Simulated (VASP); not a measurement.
Li2Se, 3 atoms in the cell. The structure is cubic, space group Fm-3m (No. 225). Conventional cell: a = 6.047 Å, b = 6.047 Å, c = 6.047 Å, α = 90.00°, β = 90.00°, γ = 90.00°. Se (site symmetry m-3m) has 8 Li at 2.62 Å within 3.5 Å. Li (site symmetry -43m) has 4 Se at 2.62 Å and 6 Li at 3.02 Å within 3.5 Å.  This cell differs from its parent crystal: strain +1.0%.

- Program: VASP 6.6.1
- Task: single point
- Functional: HSE06
- Potentials or basis: VASP PAW PBE potentials, release 64 (Se, Li_sv)
- Cutoff: 650 eV
- k mesh: 6 × 6 × 6
- Occupations: gaussian, width 0.01 eV
- Spin: no spin polarisation
- Dipole correction: no
- Grid for exact exchange (PRECFOCK): Normal
- Further INCAR settings: ALGO = Normal; EDIFF = 1e-06; NBANDS = 13
- Share of exact exchange: 0.25
- Screening parameter: 0.2079 1/Å

Potentials or basis: VASP PAW PBE potentials, release 64 (Se, Li_sv).

Run with:

```sh
$ cat potpaw_PBE.64/Se/POTCAR potpaw_PBE.64/Li_sv/POTCAR > POTCAR
$ cp INCAR.step1 INCAR
$ mpirun -np 1 vasp_std > vasp.out
$ cp INCAR.step2 INCAR
$ mpirun -np 1 vasp_std > vasp.out
```

Hardware: 1 thread of Intel(R) Xeon(R) 6975P-C (Granite Rapids) (shared host).

**Question.** Estimate the wall time of this run.

**Answer.** Wall time 21 min on 1 thread of Intel(R) Xeon(R) 6975P-C (Granite Rapids), on a shared host, peak memory 0.34 GiB. Counts: k points 16.
